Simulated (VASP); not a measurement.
Set up this calculation in VASP 6.6.1, as the native input.

* Task: single point
* Functional: PBE
* Potentials or basis: VASP PAW PBE potentials, release 64 (In_d, H)
* Cutoff: 400 eV
* k mesh: 4 × 4 × 4, shifted
* Occupations: gaussian, width 0.1 eV
* Spin: no spin polarisation
* Dipole correction: no
* Further INCAR settings: ALGO = Normal; EDIFF = 1e-06; NBANDS = 118

The structure of In16H (a cell with a defect) lies in POSCAR:

```
In16H
1.0
    6.7754602306      0.0000000000     -4.7878627362
   -6.7754602306      0.0000000000     -4.7878627362
    0.0000000000      6.7754602306      4.7878627362
In H
16 1
Direct
    0.2453420376      0.7510709303      0.0010417005
    0.5018219768      0.5046335939      0.0010107062
    0.7456545366      0.2439963637     -0.0013461816
   -0.0001138574      0.7258558675      0.2627769833
    0.2542559124      0.4983150529      0.2529071003
    0.7456492479      0.7486142126      0.4940088033
   -0.0000766479      0.0127809289     -0.0241081778
    0.4981437848      0.2491891835      0.2527847470
    0.7461649916     -0.0006411039      0.2493960473
    0.0000223161      0.4956279113      0.5044863203
    0.5018050868      0.7510237292      0.7545952343
    0.2537011997      0.2531016832      0.5030628008
    0.7546129688      0.5056813918      0.7557076310
    0.4981496144      0.0027674727      0.4992111067
   -0.0000699620      0.2544261079      0.7455924510
    0.2542456833      0.0029579564      0.7483035583
    1.0005757434      0.9172943159      1.1673094861
```

The input as run:

INCAR

```
  PREC = Accurate
  ENCUT = 400
  EDIFF = 1E-6
  ISMEAR = 0
  SIGMA = 0.1
  LREAL = F
  LASPH = T
  NELM = 120
  ALGO = Normal
  ISIF = 2
  LWAVE = F
  LCHARG = F
  GGA = PE
  NBANDS = 118
  GGA_COMPAT = F
```

KPOINTS

```
Automatic mesh
0
Gamma
  4 4 4
  0.5 0.5 0.5
```

Potentials or basis: VASP PAW PBE potentials, release 64 (In_d, H).

Run with:

```sh
$ cat potpaw_PBE.64/In_d/POTCAR potpaw_PBE.64/H/POTCAR > POTCAR
$ mpirun -np 1 vasp_std > vasp.out
```

It gave:

| Item | Value |
| --- | --- |
| Pressure | 0.8 GPa |
| Largest force | 0.101 eV/Å |
| Band gap on the k mesh | zero (an odd number of electrons rules out a gap without spin polarisation) |

Caveat: spin-orbit coupling is left out, which moves the levels of the heavy elements.

It took 43 min on 1 thread of Oxide Virtual Turin-like Processor, on a shared host, peak memory 0.84 GiB.
